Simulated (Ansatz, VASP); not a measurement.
# One calculation of Ba4YW, two programs

```xyz
6
Lattice="5.5019 0.0000 0.0000 0.0000 5.5019 0.0000 0.0000 0.0000 9.4713" Properties=species:S:1:pos:R:3 pbc="T T T"
Ba    2.7509    0.0000    7.6289
Ba    0.0000    2.7509    1.8424
Ba    2.7509    0.0000    1.8424
Ba    0.0000    2.7509    7.6289
Y     2.7509    2.7509    4.7357
W     0.0000    0.0000    0.0000
```

Change from the starting cell: species swapped into the Mg4SiGe type (P4/mmm, No. 123).

Alike in both runs: functional PBE; k mesh 4 × 4 × 2; occupations gaussian, width 0.1 eV; no spin polarisation.

Ansatz relaxed the structure, and its values are those at the end. VASP's run is a single point on that final structure, the one shown.

|  | VASP | Ansatz |
| --- | --- | --- |
| version | VASP 6.6.1 | Ansatz 0.2.0 |
| potentials or method | VASP PAW PBE potentials, release 64 (Ba_sv, Y_sv, W_sv), cutoff 520 eV | scalar-relativistic, plane waves, PAW |
| valence electrons in the cell | 65 | 65 |

```csv
,VASP,Ansatz,Ansatz less VASP
gap on the k mesh at the Fermi level (eV),none,none,-
pressure (GPa),0.4,0.0,-0.45
rms of the force components (eV/Å),0.064,0.014,-0.0492
```

A gap of «none» marks a metal or a gap that the smearing closes.

Spin-orbit coupling is off throughout.
